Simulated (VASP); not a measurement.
Runs of VASP 6.6.1 on Ti5Si. The typed cell holds 6 atoms: a = 5.350 Å, b = 5.288 Å, c = 5.276 Å, α = 56.77°, β = 56.68°, γ = 57.43°. 

```tsv
k mesh	gap on the mesh (eV)	pressure (GPa)	largest force (eV/Å)
6 × 6 × 6	none	-2.9	1.67
2 × 2 × 2	none	(a)	1.77
4 × 4 × 4	none	-2.9	1.71
1 × 1 × 1	-	0.0	2.11
```

Alike in all rows: task single point; level PBEsol; potentials or basis VASP PAW PBE potentials, release 64 (Ti_sv, Si); no spin polarisation; cell as given; cutoff (eV) 520; smearing gaussian 0.1 eV.

**Question.** Estimate the missing entries.

**Answer.** (a) -2.3.

Caveats: some runs use coarse meshes; the PAW data sets were made with another functional, which shifts forces and pressure a little.

A gap of «none» marks levels without a gap at the run's occupations.
